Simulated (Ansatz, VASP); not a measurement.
**Two plane-wave programs on BP**

```
CELL_PARAMETERS angstrom
3.20339 0.00000 0.00000
-1.60170 2.77422 0.00000
0.00000 0.00000 16.00000
ATOMIC_POSITIONS crystal
B 0.33333 0.66667 0.50000
P 0.66667 0.33333 0.50000
```

Alike in both runs: task single point; functional PBE; k mesh 12 × 12 × 1; occupations gaussian, width 0.03 eV; no spin polarisation.

|  | VASP | Ansatz |
| --- | --- | --- |
| version | VASP 6.6.1 | Ansatz 0.2.0 |
| potentials or method | VASP PAW PBE potentials, release 64 (B, P), cutoff 420 eV | scalar-relativistic, plane waves, PAW |
| valence electrons in the cell | 8 | 8 |

```csv
,VASP,Ansatz,Ansatz less VASP
gap on the k mesh at the Fermi level (eV),0.90,0.89,-0.013
least direct gap on the mesh (eV),0.90,0.89,-0.013
```

Ansatz's warnings: xc potential rough in thin density.
